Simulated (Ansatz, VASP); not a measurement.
Two plane-wave programs on Si

File POSCAR:

```
Si
1.0
    3.8321295316      0.0000000000      0.0000000000
   -1.9160647658      3.3187215249      0.0000000000
    0.0000000000      0.0000000000      6.3412168979
Si
4
Direct
    0.3333333333      0.6666666667      0.0005609416
    0.6666666667      0.3333333333      0.5005609416
    0.3333333333      0.6666666667      0.3744390584
    0.6666666667      0.3333333333      0.8744390584
```

File INCAR.step1:

```
SYSTEM = Si
PREC = Accurate
ENCUT = 520
ISMEAR = 0
SIGMA = 0.01
LREAL = .FALSE.
LASPH = .TRUE.
NELM = 80
NBANDS = 16
GGA = PE
ALGO = Normal
EDIFF = 1E-4
LWAVE = .TRUE.
LCHARG = .FALSE.
```

Contents of INCAR.step2:

```
SYSTEM = Si
PREC = Accurate
ENCUT = 520
EDIFF = 1E-6
ISMEAR = 0
SIGMA = 0.01
LREAL = .FALSE.
LASPH = .TRUE.
NELM = 80
ALGO = Normal
ISIF = 2
LWAVE = .FALSE.
LCHARG = .FALSE.
METAGGA = R2SCAN
LMIXTAU = .TRUE.
NBANDS = 16
ISTART = 1
```

The input KPOINTS:

```
regular mesh
0
G
  12 12 4
  0 0 0
```

Input for Ansatz:

```yaml
crystal:
  lattice:
    - [3.8321295316, 0.0, 0.0]
    - [-1.9160647658, 3.3187215249, 0.0]
    - [0.0, 0.0, 6.3412168979]
  atoms:
    - { symbol: Si, position: [0.3333333333, 0.6666666667, 0.0005609416] }
    - { symbol: Si, position: [0.6666666667, 0.3333333333, 0.5005609416] }
    - { symbol: Si, position: [0.3333333333, 0.6666666667, 0.3744390584] }
    - { symbol: Si, position: [0.6666666667, 0.3333333333, 0.8744390584] }
kpoints:
  mp_grid: { grid: [12, 12, 4] }
  band_path:
    path:
      - [0.0, 0.0, 0.0]
      - [0.5, 0.0, 0.0]
      - [0.3333333333, 0.3333333333, 0.0]
      - [0.0, 0.0, 0.5]
      - [0.5, 0.0, 0.5]
      - [0.3333333333, 0.3333333333, 0.5]
      - [0.0, 0.5, 0.0]
    npoints: 1
hamiltonian:
  xc: r2scan
scf:
  occupations: { method: fixed }
  n_extra_bands: 5
output:
  forces: true
  stress: true
  eigenvalues: true
```

Alike in both runs: task single point; functional r2SCAN; k mesh 12 × 12 × 4; no spin polarisation.

|  | VASP | Ansatz |
| --- | --- | --- |
| version | VASP 6.6.1 | Ansatz 0.2.0 |
| potentials or method | VASP PAW PBE potentials, release 64 (Si) | plane waves, PAW |
| plane-wave cutoff (eV) | 520 | 500 |
| occupations | gaussian, width 0.01 eV | fixed |
| valence electrons in the cell | 16 | 16 |

Ansatz gave:

```
gap on the k mesh at the Fermi level (eV) : 0.61
pressure (GPa)                            : 0.0
```

Task: What did VASP give for the same quantities?

Result: gap on the k mesh at the Fermi level (eV): 0.62; pressure (GPa): -0.2.

VASP's potentials were made for PBE, not for r2SCAN.
